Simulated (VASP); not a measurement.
Write the native input for VASP 6.6.1 that does the following.

| Quantity | Value |
| --- | --- |
| Task | single point |
| Functional | PBE |
| Potentials or basis | VASP PAW PBE potentials, release 64 (Ni, O) |
| Cutoff | 520 eV |
| k mesh | 8 × 4 × 8 |
| Occupations | fermi-dirac, width 0.05 eV |
| Spin | collinear spin, ferromagnetic start |
| Starting moments | [2.0, 2.0, 0.0, 0.0] μB |
| Hubbard terms | Ni d U = 6.2 eV |
| Dipole correction | no |
| Further INCAR settings | ALGO = Normal; EDIFF = 1e-06; NBANDS = 28 |

The structure of NiO lies in POSCAR:

```
NiO
1.0
    0.0000000000      2.0900000000      2.0900000000
    4.1800000000      0.0000000000      4.1800000000
    2.0900000000      2.0900000000      0.0000000000
Ni O
2 2
Direct
    0.5000000000      0.2500000000      0.5000000000
    0.5000000000      0.7500000000      0.5000000000
    0.0000000000      0.0000000000      0.0000000000
    0.0000000000      0.5000000000      0.0000000000
```

The input as run:

INCAR

```
PREC     = Accurate       # precision mode
ENCUT    = 520            # plane-wave cutoff, eV
EDIFF    = 1E-6           # SCF threshold, eV
ISMEAR   = -1             # smearing method
SIGMA    = 0.05           # smearing width, eV
LREAL    = False          # projectors in reciprocal space
LASPH    = True           # aspherical terms in the spheres
NELM     = 150            # most SCF steps
ALGO     = Normal         # electronic algorithm
ISIF     = 2              # what is computed and relaxed
LWAVE    = False          # write WAVECAR
LCHARG   = False          # write CHGCAR
ISPIN    = 2              # spin polarisation
MAGMOM   = 2 2 0 0        # initial moments
LORBIT   = 11             # projections on sites
LMAXMIX  = 4              # l up to which the mixer works
LDAU     = True           # DFT+U
LDAUTYPE = 2            
LDAUL    = 2 -1           # shell
LDAUU    = 6.2 0          # U, eV
LDAUJ    = 0 0          
LDAUPRINT= 1            
GGA      = PE             # functional
NBANDS   = 28             # bands
```

KPOINTS

```
regular mesh
0
Gamma
  8 4 8
```

Potentials or basis: VASP PAW PBE potentials, release 64 (Ni, O).

Launch:

```console
$ cat potpaw_PBE.64/Ni/POTCAR potpaw_PBE.64/O/POTCAR > POTCAR
$ mpirun -np 1 vasp_std > vasp.out
```

Results of the run:

* Pressure: 2.3 GPa
* Band gap on the k mesh: 2.53 eV
* Net moment: 4.00 μB per cell
* Site moments: Ni +1.82; O +0.17 μB
* Valence electrons inside the program's atomic spheres: Ni 8.99; O 5.03

Run time: 67 s on 1 thread of AMD EPYC 7R13 Processor (Zen 3), with other jobs on the host, peak memory 0.18 GiB.
